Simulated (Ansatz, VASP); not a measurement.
One calculation of HPt4, two programs

INCAR

```
ALGO = Normal
DIPOL = 0.5 0.5 0.330
EDIFF = 1E-7
ENCUT = 520
GGA = PE
IDIPOL = 3
ISIF = 2
ISMEAR = 0
ISPIN = 2
LASPH = True
LCHARG = False
LDIPOL = True
LMAXMIX = 4
LORBIT = 11
LREAL = False
LWAVE = False
MAGMOM = 0 0 0 0 1
NBANDS = 32
NELM = 150
PREC = Accurate
SIGMA = 0.1
```

KPOINTS

```
k-points
0
Gamma
  9 7 1
```

Contents of POSCAR:

```
HPt4
1.0
    2.8071640675      0.0000000000      0.0000000000
    0.0000000000      3.9699294961      0.0000000000
    0.0000000000      0.0000000000     21.1553936849
Pt H
4 1
Direct
    0.5000000000      0.5000000000      0.1890770770
    0.0000000000      0.0000000000      0.2554233740
    0.5000000000      0.5000000000      0.3268881911
    0.0000000000      0.0000000000      0.3854994999
    0.5000000000      0.5000000000      0.4909099703
```

Input for Ansatz:

```yaml
crystal:
  lattice:
    - [2.8071640675, 0.0, 0.0]
    - [0.0, 3.9699294961, 0.0]
    - [0.0, 0.0, 21.1553936849]
  atoms:
    - { symbol: Pt, position: [0.5, 0.5, 0.189077077] }
    - { symbol: Pt, position: [0.0, 0.0, 0.255423374] }
    - { symbol: Pt, position: [0.5, 0.5, 0.3268881911] }
    - { symbol: Pt, position: [0.0, 0.0, 0.3854994999] }
    - { symbol: H, position: [0.5, 0.5, 0.4909099703], spin: 1.0 }
basis:
  ecutwfc: 420
kpoints:
  mp_grid: { grid: [9, 7, 1] }
hamiltonian:
  xc: pbe
  pseudopotentials: { kind: paw, azcp: { folder: soft_1 } }
scf:
  occupations: { method: gaussian, width: 0.1 }
output:
  forces: true
  eigenvalues: true
  populations: true
magnetization:
  spin_polarized: true
efield:
  axis: 3
  dipole_correction: true
  ramp_width: 0.04
```

Alike in both runs: task single point; functional PBE; k mesh 9 × 7 × 1; occupations gaussian, width 0.1 eV; collinear spin.

|  | VASP | Ansatz |
| --- | --- | --- |
| version | VASP 6.6.1 | Ansatz 0.2.0 |
| potentials or method | VASP PAW PBE potentials, release 64 (Pt, H), cutoff 520 eV | scalar-relativistic, plane waves, PAW |
| valence electrons in the cell | 41 | 73 |

```csv
,VASP,Ansatz,Ansatz less VASP
gap on the k mesh at the Fermi level (eV),none,none,-
rms of the force components (eV/Å),0.340,0.342,+0.0025
net moment per atom (μB),0.13,0.14,+0.004
size of the moment on the site where the two differ most (μB),0.34,0.73,+0.399
```

Site moments also hang on the region over which each program counts them. Atom by atom the forces differ by 0.010 eV/Å (rms over components). A gap of «none» marks a metal or a gap that the smearing closes. VASP's potentials hold 41 valence electrons a cell and Ansatz's 73, so a difference there can come from the potentials and not from the codes.

Spin-orbit coupling is off throughout.
